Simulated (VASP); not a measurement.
# Li in VASP: a series of runs

Li is run at these levels: PBE; tasks: electric field gradients.

All numbers are computed with VASP 6.6.1; they aren't measurements. Logs are shortened: lines on timing, memory, paths and dates and some standing lists are left out, and cuts for length are marked.

## (1) The cell of the first run

The structure is trigonal, space group R-3m (No. 166). Conventional cell: a = 4.999 Å, b = 4.999 Å, c = 2.970 Å, α = 90.00°, β = 90.00°, γ = 120.00°. Li (site symmetry -3m) has 14 Li at 2.97 to 3.50 Å within 3.9 Å.

## (2) Electric field gradients, PBE (equal xy, yz and zx shear strains of -2 %)

Contents of INCAR:

```
SYSTEM = Li
ALGO = Normal ; EDIFF = 1E-8
ENCUT = 520 ; GGA = PE
ISIF = 2 ; ISMEAR = -1
LASPH = .TRUE. ; LCHARG = .FALSE.
LEFG = .TRUE. ; LREAL = .FALSE.
LWAVE = .FALSE. ; NBANDS = 8
NELM = 60 ; PREC = Accurate
SIGMA = 0.08
```

Contents of KPOINTS:

```
k-points
0
G
  15 15 15
  0 0 0
```

Contents of POSCAR:

```
Li
1.0
   -1.7850000000      1.7500000000      1.7500000000
    1.7500000000     -1.7850000000      1.7500000000
    1.7500000000      1.7500000000     -1.7850000000
Li
1
Direct
    0.0000000000      0.0000000000      0.0000000000
```

Potentials or basis: VASP PAW PBE potentials, release 64 (Li_sv).

Run with:

```bash
cat potpaw_PBE.64/Li_sv/POTCAR > POTCAR
mpirun -np 1 vasp_std > vasp.out
```

OUTCAR:

```text
SYSTEM = Li
   EDIFF = 1E-8
   ENCUT = 520
   GGA = PE
   ISIF = 2
   ISMEAR = -1
   LASPH = .TRUE.
   LREAL = .FALSE.
   NELM = 60
   PREC = Accurate

 ion  position               nearest neighbor table
   1  0.000  0.000  0.000-

  LATTYP: Found a trigonal (rhomboedric) cell.
 ALAT       =     3.0514299926
 COS(alpha) =    -0.3420602552

  Lattice vectors:

 A1 = (  -1.7850000000,   1.7500000000,   1.7500000000)
 A2 = (   1.7500000000,  -1.7850000000,   1.7500000000)
 A3 = (   1.7500000000,   1.7500000000,  -1.7850000000)

Analysis of symmetry for initial positions (statically):
=====================================================================
 Subroutine PRICEL returns:
 Original cell was already a primitive cell.

 Routine SETGRP: Setting up the symmetry group for a
 trigonal (rhombohedral) supercell.

 Subroutine GETGRP returns: Found 12 space group operations
 (whereof 12 operations were pure point group operations)
 out of a pool of 12 trial point group operations.

The static configuration has the point symmetry D_3d.

Analysis of symmetry for dynamics (positions and initial velocities):
=====================================================================
 Subroutine PRICEL returns:
 Original cell was already a primitive cell.

 Routine SETGRP: Setting up the symmetry group for a
 trigonal (rhombohedral) supercell.

 Subroutine GETGRP returns: Found 12 space group operations
 (whereof 12 operations were pure point group operations)
 out of a pool of 12 trial point group operations.

The dynamic configuration has the point symmetry D_3d.

 Subroutine INISYM returns: Found 12 space group operations
 (whereof 12 operations are pure point group operations),
 and found     1 'primitive' translations

----------------------------------------------------------------------------------------

                                     Primitive cell

  volume of cell :      21.4310

  direct lattice vectors                    reciprocal lattice vectors
    -1.785000000  1.750000000  1.750000000     0.005773172  0.288658603  0.288658603
     1.750000000 -1.785000000  1.750000000     0.288658603  0.005773172  0.288658603
     1.750000000  1.750000000 -1.785000000     0.288658603  0.288658603  0.005773172

  length of vectors
     3.051429993  3.051429993  3.051429993     0.408265732  0.408265732  0.408265732

  position of ions in fractional coordinates (direct lattice)
     0.000000000  0.000000000  0.000000000

  ion indices of the primitive-cell ions
   primitive index   ion index
                 1           1

----------------------------------------------------------------------------------------

 KPOINTS: k-points

Automatic generation of k-mesh.
 Grid dimensions read from file:
 generate k-points for:   15   15   15

 Generating k-lattice:

  Cartesian coordinates                     Fractional coordinates (reciprocal lattice)
     0.000384878  0.019243907  0.019243907     0.066666667  0.000000000  0.000000000
     0.019243907  0.000384878  0.019243907     0.000000000  0.066666667  0.000000000
     0.019243907  0.019243907  0.000384878    -0.000000000 -0.000000000  0.066666667

  Length of vectors
     0.027217715  0.027217715  0.027217715

  Shift w.r.t. Gamma in fractional coordinates (k-lattice)
     0.000000000  0.000000000  0.000000000

 Subroutine IBZKPT returns following result:
 ===========================================

 Found    344 irreducible k-points:

 Following reciprocal coordinates:
            Coordinates               Weight
  0.000000  0.000000  0.000000      1.000000
  0.066667 -0.000000 -0.000000      6.000000
  0.133333 -0.000000 -0.000000      6.000000
  0.200000 -0.000000 -0.000000      6.000000
  0.266667 -0.000000 -0.000000      6.000000
  0.333333 -0.000000 -0.000000      6.000000
[... 16 lines left out ...]
  0.133333  0.133333 -0.000000      6.000000
  0.200000  0.133333  0.000000     12.000000
 [... further k-points ...]
   k-points           NKPTS =    344   k-points in BZ     NKDIM =    344   number of bands    NBANDS=      8
   number of dos      NEDOS =    301   number of ions     NIONS =      1
   total plane-waves  NPLWV =  13824
   dimension x,y,z NGX =    24 NGY =   24 NGZ =   24
   dimension x,y,z NGXF=    48 NGYF=   48 NGZF=   48
   ions per type =               1
   NGX,Y,Z   is equivalent  to a cutoff of  13.08, 13.08, 13.08 a.u.
   NGXF,Y,Z  is equivalent  to a cutoff of  26.15, 26.15, 26.15 a.u.
 SYSTEM =  Li
   PREC   = accura    normal or accurate (medium, high low for compatibility)
   ISTART =      0    job   : 0-new  1-cont  2-samecut
   ICHARG =      2    charge: 1-file 2-atom 10-const
   ISPIN  =      1    spin polarized calculation?
   LNONCOLLINEAR =      F non collinear calculations
   LSORBIT =      F    spin-orbit coupling
   LASPH  =      T    aspherical Exc in radial PAW
   ENCUT  =  520.0 eV  38.22 Ry    6.18 a.u.   5.67  5.67  5.67*2*pi/ulx,y,z
   NELM   =     60;   NELMIN=  2; NELMDL= -5     # of ELM steps
   EDIFF  = 0.1E-07   stopping-criterion for ELM
   LREAL  =      F    real-space projection
   EDIFFG = 0.1E-06   stopping-criterion for IOM
   NSW    =      0    number of steps for IOM
   IBRION =     -1    ionic relax: 0-MD 1-quasi-New 2-CG
   NFREE  =      0    steps in history (QN), initial steepest desc. (CG)
   ISIF   =      2    stress and relaxation
   ISYM   =      2    0-nonsym 1-usesym 2-fastsym
   POTIM  = 0.5000    time-step for ionic-motion
   TEBEG  =    0.0;   TEEND  =   0.0 temperature during run
   PSTRESS=    0.0 pullay stress
   NELECT =       3.0000    total number of electrons
   NUPDOWN=      -1.0000    fix difference up-down
   EMIN   =  10.00;   EMAX   =-10.00  energy-range for DOS
   EFERMI =   0.00;   METHOD = LEGACY
   ISMEAR =    -1;   SIGMA  =   0.08  broadening in eV -4-tet -1-fermi 0-gaus
   EFERMI_NEDOS =   21; number of points for ismear=-14 and -15
   IALGO  =     38    algorithm
   IMIX   =      4    mixing-type and parameters
     AMIX     =   0.40;   BMIX     =  1.00
     AMIX_MAG =   1.60;   BMIX_MAG =  1.00
  volume/ion in A,a.u.               =      21.43       144.62
  Fermi-wavevector in a.u.,A,eV,Ry     =   0.850030  1.606324  9.830904  0.722551
  Thomas-Fermi vector in A             =   1.965943
   LORBIT       =      0    0 simple, 1 ext, 2 COOP (PROOUT), +10 PAW based schemes
   GGA     = PE    functional components
   LHFCALC =     F    Hartree Fock is set to
   AEXX    =    0.0000 exact exchange contribution
   IVDW    =     0    specifies the selected vdW correction
   LEPSILON=     F    determine dielectric tensor
   LRPA    =     F    only Hartree local field effects (RPA)
 non-spin polarized calculation
  energy-cutoff  :      520.00
  volume of cell :       21.43
 maximum number of plane-waves:       592
   NGX = 11   NGY = 11   NGZ = 11

 number of electron       2.9999994 magnetization

 Free energy of the ion-electron system (eV)
  ---------------------------------------------------
  ext. energy  EPLUGINS =         0.00000000
  ---------------------------------------------------
  free energy    TOTEN  =        -1.90580752 eV

  energy without entropy =       -1.89473621  energy(sigma->0) =       -1.90027187

 E-fermi :   0.4984     XC(G=0):  -6.9100

 val. band max:        0.4932732948   @ k =  -0.2000  -0.3333   0.0667
 cond. band min:       0.5150034270   @ k =  -0.4667   0.4667   0.0000
 fundamental gap:      0.0217301322
 Fermi energy:         0.4984261657

 k-point     1 :       0.0000    0.0000    0.0000
  band No.  band energies     occupation
      1     -46.1544      2.00000
      2      -3.0130      2.00000
      3      14.3130      0.00000
      4      14.3130      0.00000
      5      14.8484      0.00000
      6      19.0104      0.00000
      7      19.0104      0.00000
      8      19.0604      0.00000

 k-point     2 :       0.0667   -0.0000   -0.0000
  band No.  band energies     occupation
      1     -46.1538      2.00000
      2      -2.9290      2.00000
      3      13.9462      0.00000
      4      14.1916      0.00000
      5      14.2858      0.00000
      6      18.0822      0.00000
      7      18.1494      0.00000
      8      19.2832      0.00000
[... 221 lines left out ...]
 k-point    23 :       0.1333    0.1333   -0.0000
  band No.  band energies     occupation
      1     -46.1469      2.00000
      2      -1.9891      2.00000
      3      10.4382      0.00000
      4      10.9360      0.00000
      5      12.6051      0.00000
      6      16.2713      0.00000
      7      16.7279      0.00000
      8      19.0075      0.00000

 k-point    24 :       0.2000    0.1333    0.0000
  band No.  band energies     occupation
      1     -46.1437      2.00000
      2      -1.3944      2.00000
      3       8.5608      0.00000
      4      10.0421      0.00000
      5      11.9480      0.00000
      6      16.3011      0.00000
      7      16.7121      0.00000
      8      19.5202      0.00000

 [... further k-points ...]

------------------------ aborting loop because EDIFF is reached ----------------------------------------

  FORCE on cell =-STRESS in cart. coord.  units (eV):
  Direction    XX          YY          ZZ          XY          YZ          ZX
  --------------------------------------------------------------------------------------
  -------------------------------------------------------------------------------------
  Total       -0.1022841     -0.1022841     -0.1022841      0.0298335      0.0298335      0.0298335
  in kB       -7.6467265     -7.6467265     -7.6467265      2.2303417      2.2303417      2.2303417
  external PRESSURE =      -7.6467265 kB  Pullay stress =       0.0000000 kB

 VOLUME and BASIS-vectors are now :
 -----------------------------------------------------------------------------
  energy-cutoff  :      520.00
  volume of cell :       21.43
      direct lattice vectors                 reciprocal lattice vectors
    -1.785000000  1.750000000  1.750000000     0.005773172  0.288658603  0.288658603
     1.750000000 -1.785000000  1.750000000     0.288658603  0.005773172  0.288658603
     1.750000000  1.750000000 -1.785000000     0.288658603  0.288658603  0.005773172

 POSITION                                       TOTAL-FORCE (eV/Angst)
 -----------------------------------------------------------------------------------
      0.00000      0.00000      0.00000         0.000000     -0.000000     -0.000000
 -----------------------------------------------------------------------------------
    total drift:                                0.000000      0.000000     -0.000000

  FREE ENERGIE OF THE ION-ELECTRON SYSTEM (eV)
  ---------------------------------------------------
  free  energy   TOTEN  =        -1.9058075241 eV

  energy  without entropy=       -1.8947362064  energy(sigma->0) =       -1.90027187

 Electric field gradients (V/A^2)
---------------------------------------------------------------------
 ion       V_xx      V_yy      V_zz      V_xy      V_xz      V_yz
---------------------------------------------------------------------
   1       0.000    -0.000     0.000     0.068     0.068     0.068
---------------------------------------------------------------------

 Electric field gradients after diagonalization (V/A^2)
 (convention: |V_zz| > |V_xx| > |V_yy|)
----------------------------------------------------------------------
 ion       V_xx      V_yy      V_zz     asymmetry (V_yy - V_xx)/ V_zz
----------------------------------------------------------------------
   1      -0.068    -0.068     0.136       0.000
----------------------------------------------------------------------

           NMR quadrupolar parameters

 Cq : quadrupolar parameter    Cq=e*Q*V_zz/h
 eta: asymmetry parameters     (V_yy - V_xx)/ V_zz
 Q  : nuclear electric quadrupole moment in mb (millibarn)
----------------------------------------------------------------------
 ion       Cq(MHz)       eta       Q (mb)
----------------------------------------------------------------------
   1       0.000       0.000       1.000
----------------------------------------------------------------------
```

It took 59 s on 1 thread of Intel Xeon 8259CL, shared host; peak memory 0.16 GiB.

Results:

| Property | Result |
| --- | --- |
| Free energy | -1.9058 eV |
| Band gap on the k mesh | zero (an odd number of electrons rules out a gap without spin polarisation) |
| Largest electric field gradient by atom | Li +0.14 V/Å² |

Levels at points of the mesh, in eV from the Fermi level:
```
           k point  band 1  band 2  band 3  band 4  band 5
(0.00, 0.00, 0.00)  -46.65   -3.51   13.81   13.81   14.35
```

Caveat: the cell differs from its parent crystal (equal xy, yz and zx shear strains of -2 %); the cutoff is under 1.25 times the usual one of these potentials, so pressure, stress and relaxed cells hold a basis-set (Pulay) error; without QUAD_EFG the Cq values of the log hold for a quadrupole moment of 1 mb, not for the nuclei.

## (3) Electric field gradients, PBE (equal xx and yy strain of -2 %)

Contents of INCAR:

```
SYSTEM = Li
PREC = Accurate ; ENCUT = 520
EDIFF = 1E-8 ; ISMEAR = -1
SIGMA = 0.08 ; LREAL = .FALSE.
LASPH = .TRUE. ; NELM = 60
ALGO = Normal ; ISIF = 2
LWAVE = .FALSE. ; LCHARG = .FALSE.
GGA = PE ; LEFG = .TRUE.
NBANDS = 8
```

Contents of KPOINTS:

```
regular mesh
0
G
  15 15 15
  0 0 0
```

Contents of POSCAR:

```
Li
1.0
   -1.7150000000      1.7150000000      1.7500000000
    1.7150000000     -1.7150000000      1.7500000000
    1.7150000000      1.7150000000     -1.7500000000
Li
1
Direct
    0.0000000000      0.0000000000      0.0000000000
```

Potentials or basis: VASP PAW PBE potentials, release 64 (Li_sv).

Run with:

```bash
cat potpaw_PBE.64/Li_sv/POTCAR > POTCAR
mpirun -np 1 vasp_std > vasp.out
```

OUTCAR:

```text
SYSTEM = Li
   PREC = Accurate
   ENCUT = 520
   EDIFF = 1E-8
   ISMEAR = -1
   LREAL = .FALSE.
   LASPH = .TRUE.
   NELM = 60
   ISIF = 2
   GGA = PE

 ion  position               nearest neighbor table
   1  0.000  0.000  0.000-

  LATTYP: Found a body centered tetragonal cell.
 ALAT       =     3.4300000000
 C/A-ratio  =     1.0204081633

  Lattice vectors:

 A1 = (  -1.7150000000,   1.7150000000,   1.7500000000)
 A2 = (   1.7150000000,  -1.7150000000,   1.7500000000)
 A3 = (   1.7150000000,   1.7150000000,  -1.7500000000)

Analysis of symmetry for initial positions (statically):
[... 466 lines left out ...]
    total drift:                               -0.000000      0.000000     -0.000000

  FREE ENERGIE OF THE ION-ELECTRON SYSTEM (eV)
  ---------------------------------------------------
  free  energy   TOTEN  =        -1.9089560801 eV

  energy  without entropy=       -1.8981192578  energy(sigma->0) =       -1.90353767

 Electric field gradients (V/A^2)
---------------------------------------------------------------------
 ion       V_xx      V_yy      V_zz      V_xy      V_xz      V_yz
---------------------------------------------------------------------
   1       0.007     0.007    -0.015     0.006     0.006     0.006
---------------------------------------------------------------------

 Electric field gradients after diagonalization (V/A^2)
 (convention: |V_zz| > |V_xx| > |V_yy|)
----------------------------------------------------------------------
 ion       V_xx      V_yy      V_zz     asymmetry (V_yy - V_xx)/ V_zz
----------------------------------------------------------------------
   1       0.015     0.002    -0.017       0.810
----------------------------------------------------------------------

           NMR quadrupolar parameters

 Cq : quadrupolar parameter    Cq=e*Q*V_zz/h
 eta: asymmetry parameters     (V_yy - V_xx)/ V_zz
 Q  : nuclear electric quadrupole moment in mb (millibarn)
----------------------------------------------------------------------
 ion       Cq(MHz)       eta       Q (mb)
----------------------------------------------------------------------
   1      -0.000       0.810       1.000
----------------------------------------------------------------------
```

Wall time 43 s (1 thread of Intel Xeon 8259CL, shared host); peak memory 0.15 GiB.

Results:

- Free energy: -1.9090 eV
- Band gap on the k mesh: zero (an odd number of electrons rules out a gap without spin polarisation)
- Largest electric field gradient by atom: zero within the noise of the run

Levels at points of the mesh, in eV from the Fermi level:
| k point | band 1 | band 2 | band 3 | band 4 | band 5 |
| --- | --- | --- | --- | --- | --- |
| (0.00, 0.00, 0.00) | -46.59 | -3.57 | 14.34 | 14.44 | 14.44 |

Caveat: the cell differs from its parent crystal (equal xx and yy strain of -2 %); the cutoff is under 1.25 times the usual one of these potentials, so pressure, stress and relaxed cells hold a basis-set (Pulay) error.

(Continued in part 2 of 2.)
